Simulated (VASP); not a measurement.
# FeO (Fm-3m) in VASP: a series of runs, part 2 of 2

VASP 6.6.1. Earlier steps stand in the parts before.

## 3. Relaxation of cell and atoms, revPBE+D3(BJ), collinear spin, ferromagnetic start

INCAR

```
  PREC = Accurate
  ENCUT = 600
  EDIFF = 1E-7
  ISMEAR = -1
  SIGMA = 0.05
  LREAL = False
  LASPH = True
  NELM = 150
  ALGO = Normal
  ISIF = 3
  LWAVE = False
  LCHARG = False
  ISPIN = 2
  MAGMOM = 3 0
  LORBIT = 11
  LMAXMIX = 4
  GGA = RE
  IVDW = 12
  IBRION = 2
  NSW = 80
  EDIFFG = -0.02
```

KPOINTS

```
regular mesh
0
Gamma
  11 11 11
```

POSCAR

```
FeO
1.0
    0.0000000000      2.1554000000      2.1554000000
    2.1554000000      0.0000000000      2.1554000000
    2.1554000000      2.1554000000      0.0000000000
Fe O
1 1
Direct
    0.0000000000      0.0000000000      0.0000000000
    0.5000000000      0.5000000000      0.5000000000
```

Potentials or basis: VASP PAW PBE potentials, release 64 (Fe, O).

Run with:

```bash
$ cat potpaw_PBE.64/Fe/POTCAR potpaw_PBE.64/O/POTCAR > POTCAR
$ mpirun -np 1 vasp_std > vasp.out
```

Run time: 2.5 min. Hardware: 1 thread of Intel Xeon 8259CL, shared host; peak memory 0.18 GiB.

The run converged. Its results:

```yaml
Free_energy: -15.0290 eV
Relaxed_volume: 9.86 Å³/atom
Relaxed_cell: a = 3.033 Å, b = 3.033 Å, c = 3.033 Å, α = 60.00°, β = 60.00°, γ = 60.00°
Space_group_after_relaxing_to_0.1_Å: Fm-3m (No. 225)
Energy_gained_by_relaxing: 1.3 meV/atom
Ionic_steps: 3
Pressure_after_relaxing: 0.0 GPa
Band_gap_on_the_k_mesh: zero (filled and empty bands overlap)
Net_moment: 4.00 μB per cell
Site_moments: Fe +3.62; O +0.30 μB
Valence_electrons_inside_the_program's_atomic_spheres: Fe 6.75; O 5.01
Dispersion_energy_per_atom: -0.396 eV
```

The path:
| step | energy change (eV) | largest force (eV/Å) | pressure (GPa) | volume (Å³) |
| --- | --- | --- | --- | --- |
| 1 | 0.0000 | 0.0000 | -2.76 | 20.03 |
| 2 | -0.0015 | 0.0000 | 1.93 | 19.53 |
| 3 | -0.0026 | 0.0000 | 0.01 | 19.73 |

Final structure:
```yaml
crystal:
  lattice:
    - [0.00000, 2.14455, 2.14455]
    - [2.14455, 0.00000, 2.14455]
    - [2.14455, 2.14455, 0.00000]
  atoms:
    - { symbol: Fe, position: [0.00000, 0.00000, 0.00000] }
    - { symbol: O, position: [0.50000, 0.50000, 0.50000] }
```

Levels at points of the mesh, in eV from the Fermi level:
Spin up:
```csv
k point,band 5,band 6,band 7,band 8,band 9,band 10,band 11,band 12,band 13
"(0.00, 0.00, 0.00)",-3.88,-3.88,-3.88,-3.74,-3.74,0.17,15.54,17.17,17.17
```
Spin down:
```tsv
k point	band 2	band 3	band 4	band 5	band 6	band 7	band 8	band 9
(0.00, 0.00, 0.00)	-3.31	-3.31	-3.31	-0.75	-0.75	-0.75	0.22	0.22
```

Caveat: the PAW data sets were made with another functional, which shifts forces and pressure a little; a cell with one magnetic atom can't hold antiferromagnetic order, which such compounds often take; semilocal functionals often make such compounds metallic where correlation or magnetic order opens a gap, which also shifts bond lengths. With open d or f shells a metallic result of revPBE can be an artefact of self-interaction; +U or a hybrid may open a gap.

## 4. Relaxation of cell and atoms, revPBE, collinear spin, ferromagnetic start

INCAR

```
SYSTEM = FeO
ALGO = Normal
EDIFF = 1E-7
EDIFFG = -0.01
ENCUT = 600
GGA = RE
IBRION = 2
ISIF = 3
ISMEAR = -1
ISPIN = 2
LASPH = .True.
LCHARG = .False.
LMAXMIX = 4
LORBIT = 11
LREAL = .False.
LWAVE = .False.
MAGMOM = 3 0
NELM = 150
NSW = 80
PREC = Accurate
SIGMA = 0.05
```

KPOINTS

```
k-points
0
Gamma
  11 11 11
  0 0 0
```

POSCAR is that of step 3.

Run with:

```bash
$ cat potpaw_PBE.64/Fe/POTCAR potpaw_PBE.64/O/POTCAR > POTCAR
$ mpirun -np 1 vasp_std > vasp.out
```

Run time: 2.1 min. Hardware: 1 thread of Intel Xeon 8259CL, shared host; peak memory 0.18 GiB.

The run converged. Its results:

```
Free energy                                           : -14.2525 eV
Relaxed volume                                        : 10.22 Å³/atom
Relaxed cell                                          : a = 3.069 Å, b = 3.069 Å, c = 3.069 Å, α = 60.00°, β = 60.00°, γ = 60.00°
Space group after relaxing (to 0.1 Å)                 : Fm-3m (No. 225)
Energy gained by relaxing                             : 2.4 meV/atom
Ionic steps                                           : 3
Pressure after relaxing                               : 0.0 GPa
Band gap on the k mesh                                : zero (filled and empty bands overlap)
Net moment                                            : 4.00 μB per cell
Site moments                                          : Fe +3.63; O +0.29 μB
Valence electrons inside the program's atomic spheres : Fe 6.69; O 4.99
```

Step by step:
| step | energy change (eV) | largest force (eV/Å) | pressure (GPa) | volume (Å³) |
| --- | --- | --- | --- | --- |
| 1 | 0.0000 | 0.0000 | 3.73 | 20.03 |
| 2 | -0.0029 | 0.0000 | -2.18 | 20.71 |
| 3 | -0.0047 | 0.0000 | 0.02 | 20.44 |

Final structure:
```
Fe O
1.0
     0.00000    2.17020    2.17020
     2.17020    0.00000    2.17020
     2.17020    2.17020    0.00000
Fe O
1 1
Cartesian
  0.0000 0.0000 0.0000
  2.1702 2.1702 2.1702
```

Levels at points of the mesh, in eV from the Fermi level:
Spin up:
| k point | band 6 | band 7 | band 8 | band 9 | band 10 | band 11 | band 12 | band 13 |
| --- | --- | --- | --- | --- | --- | --- | --- | --- |
| (0.00, 0.00, 0.00) | -3.75 | -3.75 | -3.73 | -3.73 | -0.02 | 15.42 | 16.87 | 16.87 |
Spin down:
```tsv
k point	band 2	band 3	band 4	band 5	band 6	band 7	band 8	band 9
(0.00, 0.00, 0.00)	-3.20	-3.20	-3.20	-0.70	-0.70	-0.70	0.24	0.24
```

Caveat: the PAW data sets were made with another functional, which shifts forces and pressure a little; a cell with one magnetic atom can't hold antiferromagnetic order, which such compounds often take; semilocal functionals often make such compounds metallic where correlation or magnetic order opens a gap, which also shifts bond lengths. Zero-point motion and thermal expansion aren't in these numbers.

## 5. Relaxation of cell and atoms, revPBE+D4, collinear spin, ferromagnetic start

INCAR

```
SYSTEM = FeO
PREC = Accurate
ENCUT = 600
EDIFF = 1E-7
ISMEAR = -1
SIGMA = 0.05
LREAL = .False.
LASPH = .True.
NELM = 150
ALGO = Normal
ISIF = 3
LWAVE = .False.
LCHARG = .False.
ISPIN = 2
MAGMOM = 3 0
LORBIT = 11
LMAXMIX = 4
GGA = RE
IVDW = 13
IBRION = 2
NSW = 80
EDIFFG = -0.01
```

KPOINTS

```
regular mesh
0
Gamma
  11 11 11
  0 0 0
```

POSCAR is that of step 4.

Run with:

```bash
$ cat potpaw_PBE.64/Fe/POTCAR potpaw_PBE.64/O/POTCAR > POTCAR
$ mpirun -np 1 vasp_std > vasp.out
```

Wall time 3.3 min (1 thread of Intel Xeon 8259CL, shared host); peak memory 0.18 GiB.

Results (log left out):

| Item | Value |
| --- | --- |
| Free energy | -15.5224 eV |
| Relaxed volume | 9.84 Å³/atom |
| Relaxed cell | a = 3.031 Å, b = 3.031 Å, c = 3.031 Å, α = 60.00°, β = 60.00°, γ = 60.00° |
| Space group after relaxing (to 0.1 Å) | Fm-3m (No. 225) |
| Energy gained by relaxing | 3.4 meV/atom |
| Ionic steps | 10 |
| Pressure after relaxing | 0.0 GPa |
| Band gap on the k mesh | zero (filled and empty bands overlap) |
| Net moment | 4.00 μB per cell |
| Site moments | Fe +3.62; O +0.30 μB |
| Valence electrons inside the program's atomic spheres | Fe 6.75; O 5.01 |
| Dispersion energy per atom | -0.643 eV |

Step by step:
```tsv
step	energy change (eV)	largest force (eV/Å)	pressure (GPa)	volume (Å³)
1	0.0000	0.0000	-4.78	20.03
2	0.3564	0.0000	6.06	19.17
3	-0.0031	0.0000	49.12	19.64
4	-0.0010	0.0000	-4.48	19.99
5	-0.0051	0.0000	-2.92	19.81
6	-0.0065	0.0000	-2.02	19.73
7	-0.0069	0.0000	0.48	19.68
8	-0.0069	0.0000	-0.60	19.69
9	-0.0069	0.0000	1.00	19.68
10	-0.0069	0.0000	-0.02	19.68
```

Final structure:
```yaml
crystal:
  lattice:
    - [0.00000, 2.14306, 2.14306]
    - [2.14306, 0.00000, 2.14306]
    - [2.14306, 2.14306, 0.00000]
  atoms:
    - { symbol: Fe, position: [0.00000, 0.00000, 0.00000] }
    - { symbol: O, position: [0.50000, 0.50000, 0.50000] }
```

Levels at points of the mesh, in eV from the Fermi level:
Spin up:
| k point | band 7 | band 8 | band 9 | band 10 | band 11 | band 12 |
| --- | --- | --- | --- | --- | --- | --- |
| (0.00, 0.00, 0.00) | -3.88 | -3.74 | -3.74 | 0.19 | 15.55 | 17.18 |
Spin down:
| k point | band 1 | band 2 | band 3 | band 4 | band 5 | band 6 | band 7 | band 8 | band 9 | band 10 |
| --- | --- | --- | --- | --- | --- | --- | --- | --- | --- | --- |
| (0.00, 0.00, 0.00) | -20.41 | -3.32 | -3.32 | -3.32 | -0.75 | -0.75 | -0.75 | 0.22 | 0.22 | 0.99 |

Caveat: the PAW data sets were made with another functional, which shifts forces and pressure a little; a cell with one magnetic atom can't hold antiferromagnetic order, which such compounds often take; semilocal functionals often make such compounds metallic where correlation or magnetic order opens a gap, which also shifts bond lengths. With open d or f shells a metallic result of revPBE can be an artefact of self-interaction; +U or a hybrid may open a gap.

## 6. Summary

| level | gap on the mesh (eV) | pressure (GPa) | moment (μB) | relaxed volume (Å³/atom) |
| --- | --- | --- | --- | --- |
| PBEsol | none | 0.0 | 4.00 | 9.58 |
| revPBE+D3(BJ) | none | 0.0 | 4.00 | 9.86 |
| revPBE | none | 0.0 | 4.00 | 10.22 |
| revPBE+D4 | none | 0.0 | 4.00 | 9.84 |

Alike in all rows: task relaxation of cell and atoms; potentials or basis VASP PAW PBE potentials, release 64 (Fe, O); spin collinear, ferromagnetic start; cell relaxed; k mesh 11 × 11 × 11; cutoff (eV) 600; smearing fermi-dirac 0.05 eV.

Caveats: the PAW data sets were made with another functional, which shifts forces and pressure a little; a cell with one magnetic atom can't hold antiferromagnetic order, which such compounds often take; semilocal functionals often make such compounds metallic where correlation or magnetic order opens a gap, which also shifts bond lengths.

Total energies depend on the potentials used, so only differences within one code and one set of settings carry meaning.
